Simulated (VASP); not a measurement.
# BeSi (I-4m2) in VASP: relaxation of cell and atoms with PBE

Aim: the relaxation of cell and atoms of BeSi with PBE.

All numbers are computed with VASP 6.6.1; they aren't measurements. Logs are shortened: lines on timing, memory, paths and dates and some standing lists are left out, and cuts for length are marked.

### Step 1. The cell of the first run

Symmetry: I-4m2, No. 119, tetragonal system. Conventional cell: a = 3.145 Å, b = 3.145 Å, c = 10.463 Å, α = 90.00°, β = 90.00°, γ = 90.00°. Within 2.7 Å of Be (site symmetry 2mm) lie 1 Be at 2.04 Å and 6 Si at 2.24 to 2.45 Å. Within 3.2 Å of Si (site symmetry -4m2) lie 8 Be at 2.45 Å and 8 Si at 3.05 to 3.14 Å. Si (site symmetry -4m2) has 4 Be at 2.24 Å and 8 Si at 3.05 to 3.14 Å within 3.2 Å.

The cell was generated, and may not be a known phase.

### Step 2. Relaxation of cell and atoms, PBE

INCAR reads:

```
SYSTEM = BeSi
PREC = Accurate ; ENCUT = 600
EDIFF = 1E-7 ; ISMEAR = 0
SIGMA = 0.1 ; LREAL = .FALSE.
LASPH = .TRUE. ; NELM = 60
ALGO = Normal ; ISIF = 3
LWAVE = .FALSE. ; LCHARG = .FALSE.
GGA = PE ; IBRION = 2
NSW = 100 ; EDIFFG = -0.01
```

KPOINTS reads:

```
Automatic mesh
0
G
  20 20 20
  0 0 0
```

POSCAR reads:

```
BeSi
1.0
   -1.5722825638      1.5722825638      5.2315661560
    1.5722825638     -1.5722825638      5.2315661560
    1.5722825638      1.5722825638     -5.2315661560
Be Si
2 2
Direct
    0.0975232266      0.0975232266      0.0000000000
    0.9024767734      0.9024767734      0.0000000000
    0.5000000000      0.5000000000      0.0000000000
    0.7500000000      0.2500000000      0.5000000000
```

Potentials or basis: VASP PAW PBE potentials, release 64 (Be, Si).

The run is started by

```console
> cat potpaw_PBE.64/Be/POTCAR potpaw_PBE.64/Si/POTCAR > POTCAR
> mpirun -np 1 vasp_std > vasp.out
```

OUTCAR:

```text
SYSTEM = BeSi
   PREC = Accurate
   ENCUT = 600
   EDIFF = 1E-7
   ISMEAR = 0
   LREAL = .FALSE.
   LASPH = .TRUE.
   NELM = 60
   ISIF = 3
   GGA = PE
   IBRION = 2
   NSW = 100
   EDIFFG = -0.01

 ion  position               nearest neighbor table
   1  0.098  0.098  0.000-   2 2.04   4 2.24   4 2.24   3 2.45   3 2.45   3 2.45   3 2.45
   2  0.902  0.902  0.000-   1 2.04   4 2.24   4 2.24   3 2.45   3 2.45   3 2.45   3 2.45
   3  0.500  0.500  0.000-   1 2.45   1 2.45   1 2.45   2 2.45   1 2.45   2 2.45   2 2.45   2 2.45
                             4 3.05   4 3.05   4 3.05   4 3.05
   4  0.750  0.250  0.500-   2 2.24   1 2.24   2 2.24   1 2.24   3 3.05   3 3.05   3 3.05   3 3.05

  LATTYP: Found a body centered tetragonal cell.
 ALAT       =     3.1445651276
 C/A-ratio  =     3.3273702046

  Lattice vectors:

 A1 = (  -1.5722825638,   1.5722825638,   5.2315661560)
 A2 = (   1.5722825638,  -1.5722825638,   5.2315661560)
 A3 = (   1.5722825638,   1.5722825638,  -5.2315661560)

Analysis of symmetry for initial positions (statically):
=====================================================================
 Subroutine PRICEL returns:
 Original cell was already a primitive cell.

 Routine SETGRP: Setting up the symmetry group for a
 body centered tetragonal supercell.

 Subroutine GETGRP returns: Found  8 space group operations
 (whereof  8 operations were pure point group operations)
 out of a pool of 16 trial point group operations.

The static configuration has the point symmetry D_2d.

Analysis of symmetry for dynamics (positions and initial velocities):
=====================================================================
 Subroutine PRICEL returns:
 Original cell was already a primitive cell.

 Routine SETGRP: Setting up the symmetry group for a
 body centered tetragonal supercell.

 Subroutine GETGRP returns: Found  8 space group operations
 (whereof  8 operations were pure point group operations)
 out of a pool of 16 trial point group operations.

The dynamic configuration has the point symmetry D_2d.

 Subroutine INISYM returns: Found  8 space group operations
 (whereof  8 operations are pure point group operations),
 and found     1 'primitive' translations

----------------------------------------------------------------------------------------

                                     Primitive cell

  volume of cell :      51.7312

  direct lattice vectors                    reciprocal lattice vectors
    -1.572282564  1.572282564  5.231566156     0.000000000  0.318008996  0.095573674
     1.572282564 -1.572282564  5.231566156     0.318008996  0.000000000  0.095573674
     1.572282564  1.572282564 -5.231566156     0.318008996  0.318008996  0.000000000

  length of vectors
     5.684490247  5.684490247  5.684490247     0.332060309  0.332060309  0.449732636

  position of ions in fractional coordinates (direct lattice)
     0.097523227  0.097523227  0.000000000
     0.902476773  0.902476773  0.000000000
     0.500000000  0.500000000  0.000000000
     0.750000000  0.250000000  0.500000000

  ion indices of the primitive-cell ions
   primitive index   ion index
                 1           1
                 2           2
                 3           3
                 4           4

----------------------------------------------------------------------------------------

 KPOINTS: Automatic mesh

Automatic generation of k-mesh.
 Grid dimensions read from file:
 generate k-points for:   20   20   20

 Generating k-lattice:

  Cartesian coordinates                     Fractional coordinates (reciprocal lattice)
     0.000000000  0.015900450  0.004778684     0.050000000  0.000000000 -0.000000000
     0.015900450  0.000000000  0.004778684     0.000000000  0.050000000 -0.000000000
[... 77 lines left out ...]
     AMIX     =   0.40;   BMIX     =  1.00
     AMIX_MAG =   1.60;   BMIX_MAG =  1.00
  volume/ion in A,a.u.               =      12.93        87.27
  Fermi-wavevector in a.u.,A,eV,Ry     =   1.005891  1.900858 13.766603  1.011817
  Thomas-Fermi vector in A             =   2.138599
   LORBIT       =      0    0 simple, 1 ext, 2 COOP (PROOUT), +10 PAW based schemes
   GGA     = PE    functional components
   LHFCALC =     F    Hartree Fock is set to
   AEXX    =    0.0000 exact exchange contribution
   IVDW    =     0    specifies the selected vdW correction
   LEPSILON=     F    determine dielectric tensor
   LRPA    =     F    only Hartree local field effects (RPA)
 conjugate gradient relaxation of ions
 non-spin polarized calculation
 Gauss-broadening in eV      SIGMA  =   0.10
  energy-cutoff  :      600.00
  volume of cell :       51.73
 maximum number of plane-waves:      1744
 NGX is ok and might be reduce to    48
   NGX = 23   NGY = 23   NGZ = 23

--------------------------------------- Ionic step        1  -------------------------------------------

 number of electron      12.0000000 magnetization

 Free energy of the ion-electron system (eV)
  ---------------------------------------------------
  ext. energy  EPLUGINS =         0.00000000
  ---------------------------------------------------
  free energy    TOTEN  =       -16.44546058 eV

  energy without entropy =      -16.43994278  energy(sigma->0) =      -16.44270168

------------------------ aborting loop because EDIFF is reached ----------------------------------------

  FORCE on cell =-STRESS in cart. coord.  units (eV):
  Direction    XX          YY          ZZ          XY          YZ          ZX
  --------------------------------------------------------------------------------------
  -------------------------------------------------------------------------------------
  Total       -0.0401969     -0.0401969      0.0698271      0.0000000      0.0000000      0.0000000
  in kB       -1.2449438     -1.2449438      2.1626278      0.0000000      0.0000000      0.0000000
  external PRESSURE =      -0.1090866 kB  Pullay stress =       0.0000000 kB

 VOLUME and BASIS-vectors are now :
 -----------------------------------------------------------------------------
  energy-cutoff  :      600.00
  volume of cell :       51.73
      direct lattice vectors                 reciprocal lattice vectors
    -1.572282564  1.572282564  5.231566156     0.000000000  0.318008996  0.095573674
     1.572282564 -1.572282564  5.231566156     0.318008996  0.000000000  0.095573674
     1.572282564  1.572282564 -5.231566156     0.318008996  0.318008996  0.000000000

 POSITION                                       TOTAL-FORCE (eV/Angst)
 -----------------------------------------------------------------------------------
      0.00000      0.00000      1.02040        -0.000000      0.000000      0.017809
      0.00000      0.00000      9.44273        -0.000000      0.000000     -0.017809
      0.00000      0.00000      5.23157         0.000000     -0.000000      0.000000
      0.00000      1.57228      2.61578         0.000000     -0.000000      0.000000
 -----------------------------------------------------------------------------------
    total drift:                               -0.000000      0.000000      0.000000

  FREE ENERGIE OF THE ION-ELECTRON SYSTEM (eV)
  ---------------------------------------------------
  free  energy   TOTEN  =       -16.4454605823 eV

  energy  without entropy=      -16.4399427819  energy(sigma->0) =      -16.44270168

--------------------------------------- Ionic step        2  -------------------------------------------

 number of electron      12.0000000 magnetization

 Free energy of the ion-electron system (eV)
  ---------------------------------------------------
  ext. energy  EPLUGINS =         0.00000000
  ---------------------------------------------------
  free energy    TOTEN  =       -16.44554402 eV

  energy without entropy =      -16.44006326  energy(sigma->0) =      -16.44280364

 E-fermi :   7.0730     XC(G=0): -10.3259

 val. band max:        7.0694161367   @ k =  -0.1500   0.1500   0.0000
 cond. band min:       7.0732650538   @ k =  -0.1500  -0.2000   0.0500
 fundamental gap:      0.0038489171
 Fermi energy:         7.0729704600

 k-point     1 :       0.0000    0.0000    0.0000
  band No.  band energies     occupation
      1      -5.1866      2.00000
      2      -1.0967      2.00000
      3       0.7345      2.00000
      4       7.3534      0.00007
      5       7.3534      0.00007
      6       8.9708      0.00000
      7       8.9708      0.00000
      8       9.9180      0.00000
      9      11.1317      0.00000
     10      11.4390      0.00000
[... 287 lines left out ...]
 k-point    24 :      -0.3500    0.0500   -0.0000
  band No.  band energies     occupation
      1      -3.5150      2.00000
      2      -0.3666      2.00000
      3       1.5073      2.00000
      4       2.6358      2.00000
      5       3.8068      2.00000
      6       8.3813      0.00000
      7       9.4652      0.00000
      8      10.2426      0.00000
      9      12.2264      0.00000
     10      12.6751      0.00000

 [... further k-points ...]

------------------------ aborting loop because EDIFF is reached ----------------------------------------

  FORCE on cell =-STRESS in cart. coord.  units (eV):
  Direction    XX          YY          ZZ          XY          YZ          ZX
  --------------------------------------------------------------------------------------
  -------------------------------------------------------------------------------------
  Total       -0.0196311     -0.0196311      0.0235069      0.0000000      0.0000000      0.0000000
  in kB       -0.6080754     -0.6080754      0.7281297      0.0000000      0.0000000      0.0000000
  external PRESSURE =      -0.1626737 kB  Pullay stress =       0.0000000 kB

 VOLUME and BASIS-vectors are now :
 -----------------------------------------------------------------------------
  energy-cutoff  :      600.00
  volume of cell :       51.72
      direct lattice vectors                 reciprocal lattice vectors
    -1.571520320  1.571520320  5.235971979     0.000000000  0.318163242  0.095493254
     1.571520320 -1.571520320  5.235971979     0.318163242  0.000000000  0.095493254
     1.571520320  1.571520320 -5.235971979     0.318163242  0.318163242  0.000000000

 POSITION                                       TOTAL-FORCE (eV/Angst)
 -----------------------------------------------------------------------------------
      1.57152      1.57152     -4.21385         0.000000      0.000000     -0.000003
      0.00000      0.00000      9.44983        -0.000000     -0.000000      0.000003
      1.57152      1.57152      0.00000         0.000000      0.000000      0.000000
      0.00000      1.57152      2.61799         0.000000      0.000000      0.000000
 -----------------------------------------------------------------------------------
    total drift:                               -0.000000      0.000000     -0.000000

  FREE ENERGIE OF THE ION-ELECTRON SYSTEM (eV)
  ---------------------------------------------------
  free  energy   TOTEN  =       -16.4455440193 eV

  energy  without entropy=      -16.4400632620  energy(sigma->0) =      -16.44280364

 reached required accuracy - stopping structural energy minimisation
```

Wall time 29 min (1 thread of Intel Xeon 8259CL, shared host); peak memory 0.64 GiB.

Results:

- Free energy: -16.4455 eV
- Relaxed volume: 12.93 Å³/atom
- Relaxed cell: a = 5.688 Å, b = 5.688 Å, c = 5.688 Å, α = 147.92°, β = 147.92°, γ = 46.00°
- Space group after relaxing (to 0.1 Å): I-4m2 (No. 119)
- Energy gained by relaxing: 0.0 meV/atom
- Ionic steps: 2
- Pressure after relaxing: 0.0 GPa
- Band gap on the k mesh: zero (bands 6 and 7 overlap by 4.82 eV)

Stress tensor (GPa, compression positive):
```
-0.06  0.00  0.00
 0.00 -0.06  0.00
 0.00  0.00  0.07
```

Final structure:
```yaml
crystal:
  lattice:
    - [-1.57152, 1.57152, 5.23597]
    - [1.57152, -1.57152, 5.23597]
    - [1.57152, 1.57152, -5.23597]
  atoms:
    - { symbol: Be, position: [0.09761, 0.09761, 0.00000] }
    - { symbol: Be, position: [0.90239, 0.90239, 0.00000] }
    - { symbol: Si, position: [0.50000, 0.50000, 0.00000] }
    - { symbol: Si, position: [0.75000, 0.25000, 0.50000] }
```

Levels at points of the mesh, in eV from the Fermi level:
```
           k point  band 4  band 5  band 6  band 7  band 8  band 9
(0.00, 0.00, 0.00)    0.28    0.28    1.90    1.90    2.85    4.06
(0.50, 0.00, 0.00)   -5.14   -2.24    0.44    2.48    3.80    5.04
(0.50, 0.50, 0.00)   -3.47   -3.42   -3.30   -1.72   -0.82    0.57
(0.50, 0.50, 0.50)   -0.62   -0.32   -0.32    3.72    3.81    4.52
```
